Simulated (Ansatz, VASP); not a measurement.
## One calculation of Os2C3, two programs

```
Os C
1.0
     3.29585    0.00000    0.00000
    -1.64793    2.85429    0.00000
     0.00000    0.00000    5.12781
Os C
2 3
Direct
  0.33333 0.66667 0.24500
  0.66667 0.33333 0.75500
  0.00000 0.00000 0.00000
  0.33333 0.66667 0.64500
  0.66667 0.33333 0.35500
```

Alike in both runs: task single point; functional PBE; k mesh 6 × 6 × 4; occupations gaussian, width 0.1 eV; no spin polarisation.

|  | VASP | Ansatz |
| --- | --- | --- |
| version | VASP 6.6.1 | Ansatz 0.2.0 |
| potentials or method | VASP PAW PBE potentials, release 64 (Os_sv_GW, C), cutoff 700 eV | scalar-relativistic, plane waves, PAW |
| valence electrons in the cell | 44 | 44 |

```tsv
	VASP	Ansatz	Ansatz less VASP
gap on the k mesh at the Fermi level (eV)	none	none	-
pressure (GPa)	22.1	21.9	-0.20
traceless stress, the component that is largest in VASP (GPa)	1.71	1.70	-0.019
rms of the force components (eV/Å)	0.573	0.581	+0.0082
```

Atom by atom the forces differ by 0.011 eV/Å (rms over components). A gap of «none» marks a metal or a gap that the smearing closes.

The k mesh is coarse, so the values compare programs but aren't converged. Spin-orbit coupling is off throughout.
